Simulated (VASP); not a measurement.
Runs of VASP 6.6.1 on Sr. The structure is that of space group Fm-3m (No. 225), or close to it. The cells are those of the table. 

```tsv
task	cell	k mesh	cutoff (eV)	gap on the mesh (eV)	pressure (GPa)
single point	a = 4.303 Å, angles 60.0°, 1 atom	6 × 6 × 6	520	none	0.1
single point	a = 4.225 Å, angles 60.0°, 1 atom	12 × 12 × 12	520	none	0.8
single point	a = 4.398 Å, angles 60.0°, 1 atom	12 × 12 × 12	520	none	(a)
single point	a = 4.356 Å, angles 60.0°, 1 atom	12 × 12 × 12	520	none	(b)
single point	a = 4.270 Å, angles 60.0°, 1 atom	12 × 12 × 12	520	none	0.4
single point	a = 4.313 Å, angles 60.0°, 1 atom	12 × 12 × 12	520	none	0.0
relaxation of cell and atoms	relaxed from a = 4.303 Å, angles 60.0°, 1 atom	12 × 12 × 12	600	none	0.0
```

Alike in all rows: level r2SCAN; potentials or basis VASP PAW PBE potentials, release 64 (Sr_sv); no spin polarisation; smearing gaussian 0.1 eV.

Question: Estimate the missing entries.

Answer: (a) -0.6; (b) -0.3.

Caveats: the PAW data sets were made with another functional, which shifts forces and pressure a little.

A k mesh can miss the band edges, and the runs leave out spin-orbit coupling on Sr.

A gap of «none» marks levels without a gap at the run's occupations.
